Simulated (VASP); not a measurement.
A run of VASP 6.6.1 is set up as follows.

The input INCAR:

```
SYSTEM = YHf2O2
  PREC = Accurate
  ENCUT = 520
  EDIFF = 1E-6
  ISMEAR = 0
  SIGMA = 0.1
  LREAL = .False.
  LASPH = .True.
  NELM = 80
  ALGO = Normal
  ISIF = 2
  LWAVE = .False.
  LCHARG = .False.
  GGA = PE
  NBANDS = 30
```

The input KPOINTS:

```
Automatic mesh
0
Gamma
  6 6 6
  0 0 0
```

Contents of POSCAR:

```
YHf2O2
1.0
   -2.1091724523      2.1091724523      5.6872493386
    2.1091724523     -2.1091724523      5.6872493386
    2.1091724523      2.1091724523     -5.6872493386
Y Hf O
1 2 2
Direct
    0.0000000000      0.0000000000      0.0000000000
    0.7500000000      0.2500000000      0.5000000000
    0.2500000000      0.7500000000      0.5000000000
    0.2022129015      0.2022129015      0.0000000000
    0.7977870985      0.7977870985      0.0000000000
```

Potentials or basis: VASP PAW PBE potentials, release 64 (Y_sv, Hf_pv, O).

Launch:

```sh
$ cat potpaw_PBE.64/Y_sv/POTCAR potpaw_PBE.64/Hf_pv/POTCAR potpaw_PBE.64/O/POTCAR > POTCAR
$ mpirun -np 1 vasp_std > vasp.out
```

Question: What does it give for the band gap on the k mesh?

Answer: Zero (an odd number of electrons rules out a gap without spin polarisation).

Question: What does it give for the pressure?

Answer: -1.0 GPa.

Question: Estimate the largest force.

Answer: 0.115 eV/Å.

Stress tensor (GPa, compression positive):
```
-1.30  0.00  0.00
 0.00 -1.30  0.00
 0.00  0.00 -0.26
```

Caveat: spin-orbit coupling is left out, which moves the levels of the heavy elements; an odd number of electrons without spin polarisation forces a metal; a magnetic or distorted state may lie lower.
